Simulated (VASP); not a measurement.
# TaS2: single point with PBE

System: TaS2, a slab with vacuum.

```
S Ta
1.0
     3.35000    0.00000    0.00000
    -1.67500    2.90119    0.00000
     0.00000    0.00000   25.86000
S Ta
2 1
Direct
  0.66667 0.33333 0.44335
  0.33333 0.66667 0.55665
  0.00000 0.00000 0.50000
```

```
Program                : VASP 6.6.1
Task                   : single point
Functional             : PBE
Potentials or basis    : VASP PAW PBE potentials, release 64 (S, Ta_pv)
Cutoff                 : 400 eV
k mesh                 : 12 × 12 × 1
Occupations            : gaussian, width 0.05 eV
Spin                   : no spin polarisation
Dipole correction      : yes
Further INCAR settings : ALGO = Normal; EDIFF = 1e-06; NBANDS = 18; NELMDL = -8
```

* Largest force: 1.315 eV/Å
* Band gap on the k mesh: zero (an odd number of electrons rules out a gap without spin polarisation)

Forces in eV/Å, atoms in the order of the input:
```
S    0.000  0.000 -1.315
S    0.000  0.000  1.315
Ta   0.000  0.000  0.000
```

Levels at points of the mesh, in eV from the Fermi level:
```
           k point  band 9  band 10  band 11  band 12  band 13  band 14  band 15  band 16
(0.00, 0.00, 0.00)   -2.68    -0.92    -0.92    -0.05    -0.05     0.55     4.26     4.26
(0.50, 0.00, 0.00)   -4.23    -2.93    -2.19    -1.08     2.38     2.93     4.83     4.83
```

Wall time 3.4 min on 1 thread of Intel Xeon 8259CL, with other jobs on the host, peak memory 0.32 GiB.

Caveat: spin-orbit coupling is left out, which moves the levels of the heavy elements.
